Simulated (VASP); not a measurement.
# CoO (P3m1) in VASP: settings compared

The runs below take CoO through single point, with PBEsol, LDA.

Everything below comes from runs of VASP 6.6.1. Logs are shortened: lines on timing, memory, paths and dates and some standing lists are left out, and cuts for length are marked.

### Step 1. The cell of the first run

The typed cell holds 4 atoms: a = 3.132 Å, b = 3.132 Å, c = 5.122 Å, α = 90.00°, β = 90.00°, γ = 120.00°.

### Step 2. Single point, PBEsol, collinear spin, ferromagnetic start

File INCAR:

```
  PREC = Accurate
  ENCUT = 520
  EDIFF = 1E-6
  ISMEAR = -1
  SIGMA = 0.05
  LREAL = F
  LASPH = T
  NELM = 150
  ALGO = Normal
  ISIF = 2
  LWAVE = F
  LCHARG = F
  ISPIN = 2
  MAGMOM = 2 2 0 0
  LORBIT = 11
  LMAXMIX = 4
  GGA = PS
  NBANDS = 27
```

File KPOINTS:

```
regular mesh
0
Gamma
  10 10 5
```

File POSCAR:

```
CoO
1.0
    3.1323693509      0.0000000000      0.0000000000
   -1.5661846755      2.7127114320      0.0000000000
    0.0000000000      0.0000000000      5.1219713984
Co O
2 2
Direct
    0.3333333333      0.6666666667      0.5033624100
    0.0000000000      0.0000000000      0.0034741400
    0.3333333333      0.6666666667      0.8715556000
    0.0000000000      0.0000000000      0.3716088500
```

Potentials or basis: VASP PAW PBE potentials, release 64 (Co, O).

Started as:

```bash
$ cat potpaw_PBE.64/Co/POTCAR potpaw_PBE.64/O/POTCAR > POTCAR
$ mpirun -np 1 vasp_std > vasp.out
```

OUTCAR:

```text
PREC = Accurate
   ENCUT = 520
   EDIFF = 1E-6
   ISMEAR = -1
   LREAL = F
   LASPH = T
   NELM = 150
   ISIF = 2
   ISPIN = 2
   LORBIT = 11
   GGA = PS

 ion  position               nearest neighbor table
   1  0.333  0.667  0.503-   3 1.89   4 1.93   4 1.93   4 1.93
   2  0.000  0.000  0.003-   4 1.89   3 1.93   3 1.93   3 1.93
   3  0.333  0.667  0.872-   1 1.89   2 1.93   2 1.93   2 1.93
   4  0.000  0.000  0.372-   2 1.89   1 1.93   1 1.93   1 1.93

  LATTYP: Found a hexagonal cell.
 ALAT       =     3.1323693509
 C/A-ratio  =     1.6351747909

  Lattice vectors:

 A1 = (   3.1323693509,   0.0000000000,   0.0000000000)
 A2 = (  -1.5661846755,   2.7127114320,   0.0000000000)
 A3 = (   0.0000000000,   0.0000000000,   5.1219713984)

Analysis of symmetry for initial positions (statically):
=====================================================================
 Subroutine PRICEL returns:
 Original cell was already a primitive cell.

 Routine SETGRP: Setting up the symmetry group for a
 hexagonal supercell.

 Subroutine GETGRP returns: Found  6 space group operations
 (whereof  6 operations were pure point group operations)
 out of a pool of 24 trial point group operations.

The static configuration has the point symmetry C_3v.

Analysis of symmetry for dynamics (positions and initial velocities):
=====================================================================
 Subroutine PRICEL returns:
 Original cell was already a primitive cell.

 Routine SETGRP: Setting up the symmetry group for a
 hexagonal supercell.

 Subroutine GETGRP returns: Found  6 space group operations
 (whereof  6 operations were pure point group operations)
 out of a pool of 24 trial point group operations.

The dynamic configuration has the point symmetry C_3v.

Analysis of structural, dynamic, and magnetic symmetry:
=====================================================================
 Subroutine PRICEL returns:
 Original cell was already a primitive cell.

 Routine SETGRP: Setting up the symmetry group for a
 hexagonal supercell.

 Subroutine GETGRP returns: Found  6 space group operations
 (whereof  6 operations were pure point group operations)
 out of a pool of 24 trial point group operations.

The overall configuration has the point symmetry C_3v.

 Subroutine INISYM returns: Found  6 space group operations
 (whereof  6 operations are pure point group operations),
 and found     1 'primitive' translations
[... 117 lines left out ...]
   IMIX   =      4    mixing-type and parameters
     AMIX     =   0.40;   BMIX     =  1.00
     AMIX_MAG =   1.60;   BMIX_MAG =  1.00
  volume/ion in A,a.u.               =      10.88        73.43
  Fermi-wavevector in a.u.,A,eV,Ry     =   1.446141  2.732810 28.454193  2.091324
  Thomas-Fermi vector in A             =   2.564243
   LORBIT       =     11    0 simple, 1 ext, 2 COOP (PROOUT), +10 PAW based schemes
   GGA     = PS    functional components
   LHFCALC =     F    Hartree Fock is set to
   AEXX    =    0.0000 exact exchange contribution
   IVDW    =     0    specifies the selected vdW correction
   LEPSILON=     F    determine dielectric tensor
   LRPA    =     F    only Hartree local field effects (RPA)
 spin polarized calculation
  energy-cutoff  :      520.00
  volume of cell :       43.52
 maximum number of plane-waves:      1187
   NGX = 11   NGY = 11   NGZ = 19

 number of electron      29.9999993 magnetization       5.2954623

 Free energy of the ion-electron system (eV)
  ---------------------------------------------------
  ext. energy  EPLUGINS =         0.00000000
  ---------------------------------------------------
  free energy    TOTEN  =       -28.35053795 eV

  energy without entropy =      -28.30749605  energy(sigma->0) =      -28.32901700

 E-fermi :   6.4968     XC(G=0): -11.7511

 val. band max:        6.4966688449   @ k =   0.4000   0.1000   0.0000
 cond. band min:       6.5066810539   @ k =   0.4000   0.2000   0.2000
 fundamental gap:      0.0100122090
 Fermi energy:         6.4968347838

 spin component 1

 k-point     1 :       0.0000    0.0000    0.0000
  band No.  band energies     occupation
      1     -13.9087      1.00000
      2     -13.1854      1.00000
      3      -0.9908      1.00000
      4      -0.0824      1.00000
      5       0.1213      1.00000
      6       0.1213      1.00000
[... 709 lines left out ...]
     26      20.9777      0.00000
     27      22.5052      0.00000

 [... further k-points ...]

 spin component 2

 k-point     1 :       0.0000    0.0000    0.0000
  band No.  band energies     occupation
      1     -13.3992      1.00000
      2     -12.6410      1.00000
      3      -0.5025      1.00000
      4       1.0712      1.00000
      5       1.2087      1.00000
      6       1.2087      1.00000
[... 709 lines left out ...]
     26      21.5530      0.00000
     27      23.2246      0.00000

 [... further k-points ...]
[... 5 lines left out ...]
  --------------------------------------------------------------------------------------
  -------------------------------------------------------------------------------------
  Total       -0.7865483     -0.7865483      1.0186102      0.0000000      0.0000000     -0.0000000
  in kB      -28.9549135    -28.9549135     37.4977221      0.0000000      0.0000000     -0.0000000
  external PRESSURE =      -6.8040349 kB  Pullay stress =       0.0000000 kB

 VOLUME and BASIS-vectors are now :
 -----------------------------------------------------------------------------
  energy-cutoff  :      520.00
  volume of cell :       43.52
      direct lattice vectors                 reciprocal lattice vectors
     3.132369351  0.000000000  0.000000000     0.319247154  0.184317430  0.000000000
    -1.566184675  2.712711432  0.000000000     0.000000000  0.368634860  0.000000000
     0.000000000  0.000000000  5.121971398     0.000000000  0.000000000  0.195237326

 POSITION                                       TOTAL-FORCE (eV/Angst)
 -----------------------------------------------------------------------------------
     -0.00000      1.80847      2.57821         0.000000     -0.000000     -0.339391
      0.00000      0.00000      0.01779        -0.000000      0.000000     -0.344972
     -0.00000      1.80847      4.46408        -0.000000      0.000000      0.341630
      0.00000      0.00000      1.90337        -0.000000      0.000000      0.342733
 -----------------------------------------------------------------------------------
    total drift:                                0.000000     -0.000000     -0.000435

  FREE ENERGIE OF THE ION-ELECTRON SYSTEM (eV)
  ---------------------------------------------------
  free  energy   TOTEN  =       -28.3505379529 eV

  energy  without entropy=      -28.3074960514  energy(sigma->0) =      -28.32901700

 total charge

# of ion       s       p       d       tot
------------------------------------------
    1        0.369   0.492   7.246   8.108
    2        0.369   0.492   7.246   8.107
    3        1.548   3.438   0.000   4.986
    4        1.548   3.438   0.000   4.986
--------------------------------------------------
tot          3.835   7.861  14.492  26.187

 magnetization (x)

# of ion       s       p       d       tot
------------------------------------------
    1        0.014   0.057   2.209   2.281
    2        0.014   0.057   2.210   2.282
    3        0.021   0.260   0.000   0.281
    4        0.021   0.260   0.000   0.281
--------------------------------------------------
tot          0.070   0.635   4.419   5.124
```

stdout:

```text
POSCAR found type information on POSCAR CoO
 POSCAR found :  2 types and       4 ions
 scaLAPACK will be used
 -----------------------------------------------------------------------------
|                                                                             |
|                                                                             |
|     You enforced a specific xc type in the INCAR file but a different       |
|     I HOPE YOU KNOW WHAT YOU ARE DOING!                                     |
|                                                                             |
 -----------------------------------------------------------------------------

 LDA part: xc-table for (Slater+PW92), standard interpolation
 POSCAR, INCAR and KPOINTS ok, starting setup
 FFT: planning ... GRIDC
 FFT: planning ... GRID_SOFT
 FFT: planning ... GRID
 WAVECAR not read
 entering main loop
```

Run time: 5 min. Hardware: 1 thread of AMD EPYC 7R43 (Zen 3), shared host; peak memory 0.2 GiB.

Results:

```
Free energy                                           : -28.3505 eV
Pressure                                              : -0.7 GPa
Largest force                                         : 0.345 eV/Å
Net moment                                            : 5.30 μB per cell
Site moments                                          : Co +2.28; O +0.28 μB
Valence electrons inside the program's atomic spheres : Co 8.11; O 4.99
```

Forces in eV/Å, atoms in the order of the input:
```
Co   0.000  0.000 -0.339
Co   0.000  0.000 -0.345
O    0.000  0.000  0.342
O    0.000  0.000  0.343
```

Stress tensor (GPa, compression positive):
```
-2.90  0.00  0.00
 0.00 -2.90  0.00
 0.00  0.00  3.75
```

Caveat: the PAW data sets were made with another functional, which shifts forces and pressure a little; semilocal functionals often make such compounds metallic where correlation or magnetic order opens a gap, which also shifts bond lengths.

### Step 3. Single point, PBEsol, collinear spin, ferromagnetic start

This run uses another cell than the first one, of 11.11 Å³/atom, 1.021 times its volume.

File INCAR:

```
SYSTEM = CoO
PREC     = Accurate       ! precision mode
ENCUT    = 520            ! plane-wave cutoff, eV
EDIFF    = 1E-6           ! SCF threshold, eV
ISMEAR   = -1             ! smearing method
SIGMA    = 0.05           ! smearing width, eV
LREAL    = .FALSE.        ! projectors in reciprocal space
LASPH    = .TRUE.         ! aspherical terms in the spheres
NELM     = 150            ! most SCF steps
ALGO     = Normal         ! electronic algorithm
ISIF     = 2              ! what is computed and relaxed
LWAVE    = .FALSE.        ! write WAVECAR
LCHARG   = .TRUE.         ! write CHGCAR
ISPIN    = 2              ! spin polarisation
MAGMOM   = 2 2 0 0        ! initial moments
LORBIT   = 11             ! projections on sites
LMAXMIX  = 4              ! l up to which the mixer works
GGA      = PS             ! functional
LELF     = .TRUE.         ! ELF
LVHAR    = .TRUE.       
NBANDS   = 27             ! bands
```

File KPOINTS:

```
Automatic mesh
0
G
  10 10 5
  0 0 0
```

File POSCAR:

```
CoO
1.0
    3.1544290168      0.0000000000      0.0000000000
   -1.5772145085      2.7318156630      0.0000000000
    0.0000000000      0.0000000000      5.1580428080
Co O
2 2
Direct
    0.3333333333      0.6666666667      0.5033624100
    0.0000000000      0.0000000000      0.0034741400
    0.3333333333      0.6666666667      0.8715556000
    0.0000000000      0.0000000000      0.3716088500
```

Potentials or basis: VASP PAW PBE potentials, release 64 (Co, O).

Started as:

```bash
$ cat potpaw_PBE.64/Co/POTCAR potpaw_PBE.64/O/POTCAR > POTCAR
$ mpirun -np 1 vasp_std > vasp.out
```

OUTCAR:

```text
SYSTEM = CoO
   PREC = Accurate
   ENCUT = 520
   EDIFF = 1E-6
   ISMEAR = -1
   LREAL = .FALSE.
   LASPH = .TRUE.
   NELM = 150
   ISIF = 2
   ISPIN = 2
   LORBIT = 11
   GGA = PS

 ion  position               nearest neighbor table
   1  0.333  0.667  0.503-   3 1.90   4 1.94   4 1.94   4 1.94
   2  0.000  0.000  0.003-   4 1.90   3 1.94   3 1.94   3 1.94
   3  0.333  0.667  0.872-   1 1.90   2 1.94   2 1.94   2 1.94
   4  0.000  0.000  0.372-   2 1.90   1 1.94   1 1.94   1 1.94

  LATTYP: Found a hexagonal cell.
 ALAT       =     3.1544290168
 C/A-ratio  =     1.6351747909

  Lattice vectors:

 A1 = (   3.1544290168,   0.0000000000,   0.0000000000)
 A2 = (  -1.5772145085,   2.7318156630,   0.0000000000)
 A3 = (   0.0000000000,   0.0000000000,   5.1580428080)

Analysis of symmetry for initial positions (statically):
=====================================================================
 Subroutine PRICEL returns:
 Original cell was already a primitive cell.

 Routine SETGRP: Setting up the symmetry group for a
 hexagonal supercell.

 Subroutine GETGRP returns: Found  6 space group operations
 (whereof  6 operations were pure point group operations)
 out of a pool of 24 trial point group operations.

The static configuration has the point symmetry C_3v.

Analysis of symmetry for dynamics (positions and initial velocities):
=====================================================================
 Subroutine PRICEL returns:
 Original cell was already a primitive cell.

 Routine SETGRP: Setting up the symmetry group for a
 hexagonal supercell.

 Subroutine GETGRP returns: Found  6 space group operations
 (whereof  6 operations were pure point group operations)
 out of a pool of 24 trial point group operations.

The dynamic configuration has the point symmetry C_3v.

Analysis of structural, dynamic, and magnetic symmetry:
=====================================================================
 Subroutine PRICEL returns:
 Original cell was already a primitive cell.

[... 153 lines left out ...]
  ---------------------------------------------------
  free energy    TOTEN  =       -28.34107083 eV

  energy without entropy =      -28.29989957  energy(sigma->0) =      -28.32048520

 E-fermi :   6.2541     XC(G=0): -11.6307

 val. band max:        6.2469571986   @ k =   0.0000   0.1000   0.4000
 cond. band min:       6.2543018771   @ k =   0.3000   0.2000   0.0000
 fundamental gap:      0.0073446784
 Fermi energy:         6.2541497430

 spin component 1

 k-point     1 :       0.0000    0.0000    0.0000
  band No.  band energies     occupation
      1     -13.9831      1.00000
      2     -13.2880      1.00000
      3      -1.0856      1.00000
      4      -0.2095      1.00000
      5      -0.0131      1.00000
      6      -0.0131      1.00000
[... 709 lines left out ...]
     26      20.5199      0.00000
     27      22.0025      0.00000

 [... further k-points ...]

 spin component 2

 k-point     1 :       0.0000    0.0000    0.0000
  band No.  band energies     occupation
      1     -13.4442      1.00000
      2     -12.7135      1.00000
      3      -0.5746      1.00000
      4       0.9930      1.00000
      5       1.1347      1.00000
      6       1.1347      1.00000
[... 709 lines left out ...]
     26      21.1253      0.00000
     27      22.7462      0.00000

 [... further k-points ...]
[... 5 lines left out ...]
  --------------------------------------------------------------------------------------
  -------------------------------------------------------------------------------------
  Total       -1.3393444     -1.3393444      0.1691235      0.0000000      0.0000000      0.0000000
  in kB      -48.2776107    -48.2776107      6.0961767      0.0000000      0.0000000      0.0000000
  external PRESSURE =     -30.1530149 kB  Pullay stress =       0.0000000 kB

 VOLUME and BASIS-vectors are now :
 -----------------------------------------------------------------------------
  energy-cutoff  :      520.00
  volume of cell :       44.45
      direct lattice vectors                 reciprocal lattice vectors
     3.154429017  0.000000000  0.000000000     0.317014583  0.183028455  0.000000000
    -1.577214509  2.731815663  0.000000000     0.000000000  0.366056910  0.000000000
     0.000000000  0.000000000  5.158042808     0.000000000  0.000000000  0.193871985

 POSITION                                       TOTAL-FORCE (eV/Angst)
 -----------------------------------------------------------------------------------
     -0.00000      1.82121      2.59636         0.000000      0.000000     -0.311671
      0.00000      0.00000      0.01792         0.000000     -0.000000     -0.317018
     -0.00000      1.82121      4.49552        -0.000000      0.000000      0.314116
      0.00000      0.00000      1.91677        -0.000000      0.000000      0.314572
 -----------------------------------------------------------------------------------
    total drift:                                0.000000     -0.000000     -0.002475

  FREE ENERGIE OF THE ION-ELECTRON SYSTEM (eV)
  ---------------------------------------------------
  free  energy   TOTEN  =       -28.3410708306 eV

  energy  without entropy=      -28.2998995731  energy(sigma->0) =      -28.32048520

 total charge

# of ion       s       p       d       tot
------------------------------------------
    1        0.362   0.474   7.223   8.060
    2        0.362   0.474   7.223   8.059
    3        1.547   3.432   0.000   4.979
    4        1.547   3.432   0.000   4.980
--------------------------------------------------
tot          3.820   7.813  14.446  26.078

 magnetization (x)

# of ion       s       p       d       tot
------------------------------------------
    1        0.015   0.058   2.295   2.367
    2        0.015   0.058   2.295   2.368
    3        0.021   0.277   0.000   0.299
    4        0.021   0.277   0.000   0.298
--------------------------------------------------
tot          0.073   0.669   4.590   5.332
```

OSZICAR:

```text
N       E                     dE             d eps       ncg     rms          rms(c)
DAV:   1     0.249473325123E+03    0.24947E+03   -0.13676E+04  6304   0.132E+03
DAV:   2    -0.640904193665E+01   -0.25588E+03   -0.22931E+03  6443   0.313E+02
DAV:   3    -0.330639031597E+02   -0.26655E+02   -0.25170E+02  6872   0.114E+02
DAV:   4    -0.336805239103E+02   -0.61662E+00   -0.61414E+00  7030   0.178E+01
DAV:   5    -0.337000708513E+02   -0.19547E-01   -0.19543E-01  8274   0.298E+00    0.250E+01
DAV:   6    -0.331425849091E+02    0.55749E+00   -0.43668E+01  8189   0.972E+01    0.325E+01
DAV:   7    -0.283002613126E+02    0.48423E+01   -0.13487E+01  7252   0.799E+01    0.106E+01
DAV:   8    -0.283853742669E+02   -0.85113E-01   -0.15733E+00  7515   0.955E+00    0.624E+00
DAV:   9    -0.286089984318E+02   -0.22362E+00   -0.24022E+00  8857   0.184E+01    0.928E+00
DAV:  10    -0.283348414231E+02    0.27416E+00   -0.24375E+00  8865   0.160E+01    0.191E+00
DAV:  11    -0.283437412093E+02   -0.88998E-02   -0.75040E-02  8989   0.311E+00    0.743E-01
DAV:  12    -0.283409560345E+02    0.27852E-02   -0.93497E-03  8656   0.124E+00    0.246E-01
DAV:  13    -0.283410814136E+02   -0.12538E-03   -0.24939E-03  8473   0.438E-01    0.100E-01
DAV:  14    -0.283410688763E+02    0.12537E-04   -0.16648E-04  7840   0.134E-01    0.611E-02
DAV:  15    -0.283410710604E+02   -0.21842E-05   -0.70669E-05  8282   0.121E-01    0.224E-02
DAV:  16    -0.283410713989E+02   -0.33846E-06   -0.12586E-05  7257   0.344E-02    0.121E-02
DAV:  17    -0.283410708306E+02    0.56833E-06   -0.26474E-06  3804   0.242E-02
   1 F= -.28341071E+02 E0= -.28320485E+02  d E =-.411713E-01  mag=     5.5156
```

stdout:

```text
POSCAR found type information on POSCAR CoO
 POSCAR found :  2 types and       4 ions
 scaLAPACK will be used
 -----------------------------------------------------------------------------
|                                                                             |
|                                                                             |
|     You enforced a specific xc type in the INCAR file but a different       |
|     I HOPE YOU KNOW WHAT YOU ARE DOING!                                     |
|                                                                             |
 -----------------------------------------------------------------------------

 LDA part: xc-table for (Slater+PW92), standard interpolation
 POSCAR, INCAR and KPOINTS ok, starting setup
 FFT: planning ... GRIDC
 FFT: planning ... GRID_SOFT
 FFT: planning ... GRID
 WAVECAR not read
 entering main loop
```

It took 4.7 min on 1 thread of AMD EPYC 7R43 (Zen 3), shared host; peak memory 0.2 GiB.

Results:

```
Free energy                                           : -28.3411 eV
Pressure                                              : -3.0 GPa
Largest force                                         : 0.317 eV/Å
Net moment                                            : 5.52 μB per cell
Site moments                                          : Co +2.37; O +0.30 μB
Valence electrons inside the program's atomic spheres : Co 8.06; O 4.98
```

Forces on the atoms (eV/Å):
```
Co   0.000  0.000 -0.312
Co   0.000  0.000 -0.317
O    0.000  0.000  0.314
O    0.000  0.000  0.315
```

Stress tensor (GPa, compression positive):
```
-4.83  0.00  0.00
 0.00 -4.83  0.00
 0.00  0.00  0.61
```

Caveat: the PAW data sets were made with another functional, which shifts forces and pressure a little; semilocal functionals often make such compounds metallic where correlation or magnetic order opens a gap, which also shifts bond lengths.

[end of part 1 of 2]
